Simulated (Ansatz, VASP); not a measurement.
## KI: VASP beside Ansatz

```
K I
1.0
     0.00000    3.36557    3.41093
     3.36557    0.00000    3.41093
     3.36557    3.36557    0.00000
K I
1 1
Direct
  0.95655 0.95655 0.04345
  0.51339 0.51339 0.48661
```

Change from the starting cell: mode 6 frozen in at -0.296 Å, equal normal strain along x and y -0.0133.

Alike in both runs: task single point; functional LDA; k mesh 6 × 6 × 6; occupations gaussian, width 0.05 eV; no spin polarisation.

```csv
,VASP,Ansatz
version,VASP 6.6.1,Ansatz 0.2.0
potentials or method,"VASP PAW LDA potentials, release 64 (K_sv, I), cutoff 520 eV","scalar-relativistic, plane waves, PAW"
valence electrons in the cell,16,26
```

|  | VASP | Ansatz | Ansatz less VASP |
| --- | --- | --- | --- |
| gap on the k mesh at the Fermi level (eV) | 3.99 | 3.98 | -0.009 |
| least direct gap on the mesh (eV) | 3.99 | 3.98 | -0.009 |
| pressure (GPa) | 1.4 | 1.4 | -0.09 |
| traceless stress, the component that is largest in VASP (GPa) | 2.13 | 2.10 | -0.031 |
| rms of the force components (eV/Å) | 0.462 | 0.454 | -0.0081 |

LDA's correlation is that of Perdew and Zunger in VASP and of Perdew and Wang (1992) in Ansatz. Atom by atom the forces differ by 0.008 eV/Å (rms over components). VASP's potentials hold 16 valence electrons a cell and Ansatz's 26, so a difference there can come from the potentials and not from the codes.

Spin-orbit coupling is off throughout.
